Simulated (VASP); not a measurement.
# SrCl2 (I4/mmm) in VASP: notebook

Runs on SrCl2. Level: LDA. Tasks: single point.

Everything below comes from runs of VASP 6.6.1. Logs are shortened: lines on timing, memory, paths and dates and some standing lists are left out, and cuts for length are marked.

**1. The cell of the first run**

It takes space group I4/mmm (No. 139, tetragonal). Conventional cell: a = 4.929 Å, b = 4.929 Å, c = 7.250 Å, α = 90.00°, β = 90.00°, γ = 90.00°. Sr (site symmetry 4/mmm) has 8 Cl at 3.06 Å within 4.0 Å. Cl (site symmetry -4m2) has 4 Sr at 3.06 Å and 6 Cl at 3.49 to 3.62 Å within 4.0 Å.

**2. Single point, LDA (strain +0.000 along x and y, +0.040 along z)**

Input file INCAR:

```
ALGO = Normal
EDIFF = 1E-6
ENCUT = 520
GGA = CA
ISIF = 2
ISMEAR = 0
LASPH = True
LCHARG = True
LELF = True
LREAL = False
LVHAR = True
LWAVE = False
NBANDS = 19
NELM = 100
PREC = Accurate
SIGMA = 0.05
```

Input file KPOINTS:

```
k-points
0
Gamma
  6 6 6
```

Input file POSCAR:

```
SrCl2
1.0
    0.0000000000      3.4855000000      3.6249200000
    3.4855000000      0.0000000000      3.6249200000
    3.4855000000      3.4855000000      0.0000000000
Sr Cl
1 2
Direct
    0.0000000000      0.0000000000      0.0000000000
    0.2500000000      0.2500000000      0.2500000000
    0.7500000000      0.7500000000      0.7500000000
```

Potentials or basis: VASP PAW LDA potentials, release 64 (Sr_sv, Cl).

The run is started by

```console
cat potpaw_LDA.64/Sr_sv/POTCAR potpaw_LDA.64/Cl/POTCAR > POTCAR
mpirun -np 1 vasp_std > vasp.out
```

OUTCAR:

```text
EDIFF = 1E-6
   ENCUT = 520
   GGA = CA
   ISIF = 2
   ISMEAR = 0
   LASPH = True
   LREAL = False
   NELM = 100
   PREC = Accurate

 ion  position               nearest neighbor table
   1  0.000  0.000  0.000-   3 3.06   3 3.06   3 3.06   2 3.06   3 3.06   2 3.06   2 3.06   2 3.06

   2  0.250  0.250  0.250-   1 3.06   1 3.06   1 3.06   1 3.06
   3  0.750  0.750  0.750-   1 3.06   1 3.06   1 3.06   1 3.06

  LATTYP: Found a body centered tetragonal cell.
 ALAT       =     4.9292413717
 C/A-ratio  =     1.4707821049

  Lattice vectors:

 A1 = (  -3.4855000000,   0.0000000000,   3.6249200000)
 A2 = (   3.4855000000,   0.0000000000,   3.6249200000)
 A3 = (   0.0000000000,   3.4855000000,  -3.6249200000)

Analysis of symmetry for initial positions (statically):
=====================================================================
 Subroutine PRICEL returns:
 Original cell was already a primitive cell.

 Routine SETGRP: Setting up the symmetry group for a
 body centered tetragonal supercell.

 Subroutine GETGRP returns: Found 16 space group operations
 (whereof 16 operations were pure point group operations)
 out of a pool of 16 trial point group operations.

The static configuration has the point symmetry D_4h.

Analysis of symmetry for dynamics (positions and initial velocities):
=====================================================================
 Subroutine PRICEL returns:
 Original cell was already a primitive cell.

 Routine SETGRP: Setting up the symmetry group for a
 body centered tetragonal supercell.

 Subroutine GETGRP returns: Found 16 space group operations
 (whereof 16 operations were pure point group operations)
 out of a pool of 16 trial point group operations.

The dynamic configuration has the point symmetry D_4h.

 Subroutine INISYM returns: Found 16 space group operations
 (whereof 16 operations are pure point group operations),
 and found     1 'primitive' translations

----------------------------------------------------------------------------------------

                                     Primitive cell

  volume of cell :      88.0762

  direct lattice vectors                    reciprocal lattice vectors
     0.000000000  3.485500000  3.624920000    -0.143451442  0.143451442  0.137934079
     3.485500000  0.000000000  3.624920000     0.143451442 -0.143451442  0.137934079
     3.485500000  3.485500000  0.000000000     0.143451442  0.143451442 -0.137934079

  length of vectors
     5.028792624  5.028792624  4.929241372     0.245321100  0.245321100  0.245321100

  position of ions in fractional coordinates (direct lattice)
     0.000000000  0.000000000  0.000000000
     0.250000000  0.250000000  0.250000000
     0.750000000  0.750000000  0.750000000

  ion indices of the primitive-cell ions
   primitive index   ion index
                 1           1
                 2           2
                 3           3

----------------------------------------------------------------------------------------

 KPOINTS: k-points

Automatic generation of k-mesh.
 Grid dimensions read from file:
 generate k-points for:    6    6    6

 Generating k-lattice:

  Cartesian coordinates                     Fractional coordinates (reciprocal lattice)
    -0.023908574  0.023908574  0.022989013     0.166666667  0.000000000  0.000000000
     0.023908574 -0.023908574  0.022989013     0.000000000  0.166666667  0.000000000
     0.023908574  0.023908574 -0.022989013     0.000000000  0.000000000  0.166666667

  Length of vectors
     0.040886850  0.040886850  0.040886850

  Shift w.r.t. Gamma in fractional coordinates (k-lattice)
     0.000000000  0.000000000  0.000000000

 Subroutine IBZKPT returns following result:
 ===========================================

 Found     30 irreducible k-points:

 Following reciprocal coordinates:
            Coordinates               Weight
  0.000000  0.000000  0.000000      1.000000
  0.166667  0.000000  0.000000      8.000000
  0.333333  0.000000  0.000000      8.000000
  0.500000  0.000000  0.000000      4.000000
  0.166667  0.166667  0.000000      2.000000
  0.333333  0.166667  0.000000      8.000000
[... 16 lines left out ...]
  0.333333  0.000000  0.333333      4.000000
  0.500000 -0.000000  0.333333     16.000000
 [... further k-points ...]
   k-points           NKPTS =     30   k-points in BZ     NKDIM =     30   number of bands    NBANDS=     19
   number of dos      NEDOS =    301   number of ions     NIONS =      3
   total plane-waves  NPLWV =  64000
   dimension x,y,z NGX =    40 NGY =   40 NGZ =   40
   dimension x,y,z NGXF=    80 NGYF=   80 NGZF=   80
   ions per type =               1   2
   NGX,Y,Z   is equivalent  to a cutoff of  13.22, 13.22, 13.49 a.u.
   NGXF,Y,Z  is equivalent  to a cutoff of  26.45, 26.45, 26.98 a.u.
 SYSTEM =  unknown system
   PREC   = accura    normal or accurate (medium, high low for compatibility)
   ISTART =      0    job   : 0-new  1-cont  2-samecut
   ICHARG =      2    charge: 1-file 2-atom 10-const
   ISPIN  =      1    spin polarized calculation?
   LNONCOLLINEAR =      F non collinear calculations
   LSORBIT =      F    spin-orbit coupling
   LASPH  =      T    aspherical Exc in radial PAW
   ENCUT  =  520.0 eV  38.22 Ry    6.18 a.u.   9.35  9.35  9.17*2*pi/ulx,y,z
   NELM   =    100;   NELMIN=  2; NELMDL= -5     # of ELM steps
   EDIFF  = 0.1E-05   stopping-criterion for ELM
   LREAL  =      F    real-space projection
   EDIFFG = 0.1E-04   stopping-criterion for IOM
   NSW    =      0    number of steps for IOM
   IBRION =     -1    ionic relax: 0-MD 1-quasi-New 2-CG
   NFREE  =      0    steps in history (QN), initial steepest desc. (CG)
   ISIF   =      2    stress and relaxation
   ISYM   =      2    0-nonsym 1-usesym 2-fastsym
   POTIM  = 0.5000    time-step for ionic-motion
   TEBEG  =    0.0;   TEEND  =   0.0 temperature during run
   PSTRESS=    0.0 pullay stress
   NELECT =      24.0000    total number of electrons
   NUPDOWN=      -1.0000    fix difference up-down
   EMIN   =  10.00;   EMAX   =-10.00  energy-range for DOS
   EFERMI =   0.00;   METHOD = LEGACY
   ISMEAR =     0;   SIGMA  =   0.05  broadening in eV -4-tet -1-fermi 0-gaus
   EFERMI_NEDOS =   21; number of points for ismear=-14 and -15
   IALGO  =     38    algorithm
   IMIX   =      4    mixing-type and parameters
     AMIX     =   0.40;   BMIX     =  1.00
     AMIX_MAG =   1.60;   BMIX_MAG =  1.00
  volume/ion in A,a.u.               =      29.36       198.12
  Fermi-wavevector in a.u.,A,eV,Ry     =   1.061351  2.005663 15.326501  1.126466
  Thomas-Fermi vector in A             =   2.196764
   LORBIT       =      0    0 simple, 1 ext, 2 COOP (PROOUT), +10 PAW based schemes
   GGA     = CA    functional components
   LHFCALC =     F    Hartree Fock is set to
   AEXX    =    0.0000 exact exchange contribution
   IVDW    =     0    specifies the selected vdW correction
   LEPSILON=     F    determine dielectric tensor
   LRPA    =     F    only Hartree local field effects (RPA)
 non-spin polarized calculation
 Gauss-broadening in eV      SIGMA  =   0.05
  energy-cutoff  :      520.00
  volume of cell :       88.08
 maximum number of plane-waves:      2386
 NGX is ok and might be reduce to    40
   NGX = 19   NGY = 19   NGZ = 19

 number of electron      23.9999996 magnetization

 Free energy of the ion-electron system (eV)
  ---------------------------------------------------
  ext. energy  EPLUGINS =         0.00000000
  ---------------------------------------------------
  free energy    TOTEN  =       -13.94849203 eV

  energy without entropy =      -13.94849203  energy(sigma->0) =      -13.94849203

 E-fermi :   0.0819     XC(G=0):  -8.6447

 val. band max:       -0.1914146260   @ k =   0.5000   0.0000   0.5000
 cond. band min:       4.4368879340   @ k =   0.0000   0.0000   0.0000
 fundamental gap:      4.6283025599
 Fermi energy:         0.0819475778

 k-point     1 :       0.0000    0.0000    0.0000
  band No.  band energies     occupation
      1     -33.0944      2.00000
      2     -15.1815      2.00000
      3     -15.1815      2.00000
      4     -15.1714      2.00000
      5     -13.3988      2.00000
      6     -12.5833      2.00000
[... 11 lines left out ...]
     18       8.4122      0.00000
     19       8.6758      0.00000

 k-point     2 :       0.1667    0.0000    0.0000
  band No.  band energies     occupation
      1     -33.0937      2.00000
      2     -15.2485      2.00000
      3     -15.1841      2.00000
      4     -15.1780      2.00000
      5     -13.2678      2.00000
      6     -12.6379      2.00000
[... 11 lines left out ...]
     18       8.1341      0.00000
     19       9.0770      0.00000

 k-point     3 :       0.3333    0.0000    0.0000
  band No.  band energies     occupation
      1     -33.0924      2.00000
      2     -15.3646      2.00000
      3     -15.1895      2.00000
      4     -15.1851      2.00000
      5     -13.0610      2.00000
      6     -12.7075      2.00000
[... 11 lines left out ...]
     18       7.9968      0.00000
     19       8.3384      0.00000

 k-point     4 :       0.5000    0.0000    0.0000
  band No.  band energies     occupation
      1     -33.0917      2.00000
      2     -15.4142      2.00000
      3     -15.1921      2.00000
      4     -15.1886      2.00000
      5     -13.0136      2.00000
      6     -12.6908      2.00000
[... 11 lines left out ...]
     18       8.0297      0.00000
     19       8.0312      0.00000

 k-point     5 :       0.1667    0.1667    0.0000
  band No.  band energies     occupation
      1     -33.0935      2.00000
      2     -15.2618      2.00000
      3     -15.1881      2.00000
      4     -15.1881      2.00000
      5     -13.2263      2.00000
      6     -12.6449      2.00000
[... 11 lines left out ...]
     18       8.0280      0.00000
     19       8.2238      0.00000
[... 334 lines left out ...]
      2     -15.3771      2.00000
      3     -15.2482      2.00000
      4     -15.2016      2.00000
      5     -12.8545      2.00000
      6     -12.8104      2.00000
[... 11 lines left out ...]
     18       7.9714      0.00000
     19       9.0188      0.00000

 k-point    22 :      -0.3333    0.5000    0.1667
  band No.  band energies     occupation
      1     -33.0910      2.00000
      2     -15.4083      2.00000
      3     -15.2751      2.00000
      4     -15.2102      2.00000
      5     -12.7874      2.00000
      6     -12.7815      2.00000
[... 11 lines left out ...]
     18       8.6330      0.00000
     19       9.1886      0.00000

 k-point    23 :       0.3333    0.0000    0.3333
  band No.  band energies     occupation
      1     -33.0916      2.00000
      2     -15.4032      2.00000
      3     -15.2069      2.00000
      4     -15.1918      2.00000
      5     -12.8739      2.00000
      6     -12.8217      2.00000
[... 11 lines left out ...]
     18       7.5128      0.00000
     19       8.8590      0.00000

 k-point    24 :       0.5000   -0.0000    0.3333
  band No.  band energies     occupation
      1     -33.0909      2.00000
      2     -15.4210      2.00000
      3     -15.2396      2.00000
      4     -15.2013      2.00000
      5     -12.8625      2.00000
      6     -12.7570      2.00000
[... 11 lines left out ...]
     18       8.1883      0.00000
     19       8.9996      0.00000

 [... further k-points ...]
[... 5 lines left out ...]
  --------------------------------------------------------------------------------------
  -------------------------------------------------------------------------------------
  Total       -1.7345140     -1.7345140     -2.7418227      0.0000000      0.0000000      0.0000000
  in kB      -31.5522104    -31.5522104    -49.8759693      0.0000000      0.0000000      0.0000000
  external PRESSURE =     -37.6601300 kB  Pullay stress =       0.0000000 kB

 VOLUME and BASIS-vectors are now :
 -----------------------------------------------------------------------------
  energy-cutoff  :      520.00
  volume of cell :       88.08
      direct lattice vectors                 reciprocal lattice vectors
     0.000000000  3.485500000  3.624920000    -0.143451442  0.143451442  0.137934079
     3.485500000  0.000000000  3.624920000     0.143451442 -0.143451442  0.137934079
     3.485500000  3.485500000  0.000000000     0.143451442  0.143451442 -0.137934079

 POSITION                                       TOTAL-FORCE (eV/Angst)
 -----------------------------------------------------------------------------------
      0.00000      0.00000      0.00000        -0.000000      0.000000      0.000000
      1.74275      1.74275      1.81246         0.000000      0.000000      0.000000
      5.22825      5.22825      5.43738        -0.000000     -0.000000     -0.000000
 -----------------------------------------------------------------------------------
    total drift:                               -0.000000     -0.000000      0.000000

  FREE ENERGIE OF THE ION-ELECTRON SYSTEM (eV)
  ---------------------------------------------------
  free  energy   TOTEN  =       -13.9484920281 eV

  energy  without entropy=      -13.9484920281  energy(sigma->0) =      -13.94849203
```

Wall time 1.7 min (1 thread of Intel Xeon 8259CL, shared host); peak memory 0.22 GiB.

What came out:

```
Free energy            : -13.9485 eV
Pressure               : -3.8 GPa
Band gap on the k mesh : 4.63 eV (least direct gap 4.95 eV)
```

Caveat: the cell differs from its parent crystal (strain +0.000 along x and y, +0.040 along z); the cell stands under tension. A k mesh can miss the band edges.

**3. Single point, LDA (strain +0.040 along x and y, +0.080 along z)**

Input file INCAR:

```
ALGO = Normal
EDIFF = 1E-6
ENCUT = 520
ISIF = 2
ISMEAR = 0
LASPH = True
LCHARG = False
LREAL = False
LWAVE = False
NBANDS = 19
NELM = 100
PREC = Accurate
SIGMA = 0.05
```

KPOINTS is that of step 2.

Input file POSCAR:

```
SrCl2
1.0
    0.0000000000      3.6249200000      3.7643400000
    3.6249200000      0.0000000000      3.7643400000
    3.6249200000      3.6249200000      0.0000000000
Sr Cl
1 2
Direct
    0.0000000000      0.0000000000      0.0000000000
    0.2500000000      0.2500000000      0.2500000000
    0.7500000000      0.7500000000      0.7500000000
```

Potentials or basis: VASP PAW LDA potentials, release 64 (Sr_sv, Cl).

The run is started by

```console
cat potpaw_LDA.64/Sr_sv/POTCAR potpaw_LDA.64/Cl/POTCAR > POTCAR
mpirun -np 1 vasp_std > vasp.out
```

It took 100 s on 1 thread of Intel Xeon 8259CL, shared host; peak memory 0.22 GiB.

Results (log left out):

| Item | Value |
| --- | --- |
| Free energy | -13.6138 eV |
| Pressure | -5.9 GPa |
| Band gap on the k mesh | 4.25 eV (least direct gap 4.53 eV) |

Stress tensor (GPa, compression positive):
```
-5.45  0.00  0.00
 0.00 -5.45  0.00
 0.00  0.00 -6.94
```

Levels at points of the mesh, in eV from the valence-band top:
| k point | band 9 | band 10 | band 11 | band 12 | band 13 | band 14 | band 15 | band 16 |
| --- | --- | --- | --- | --- | --- | --- | --- | --- |
| (0.00, 0.00, 0.00) | -1.72 | -0.51 | -0.28 | -0.28 | 4.25 | 5.65 | 5.84 | 8.19 |
| (0.50, 0.00, 0.00) | -1.28 | -1.18 | -0.97 | -0.93 | 6.17 | 6.21 | 6.62 | 7.11 |
| (0.50, 0.50, 0.00) | -1.65 | -0.33 | -0.33 | -0.18 | 5.12 | 6.16 | 6.89 | 7.17 |
| (0.50, 0.00, 0.50) | -1.61 | -0.54 | -0.27 | 0.00 | 5.09 | 6.39 | 6.88 | 7.29 |

Caveat: the cell differs from its parent crystal (strain +0.040 along x and y, +0.080 along z); the cell stands under tension. A k mesh can miss the band edges.
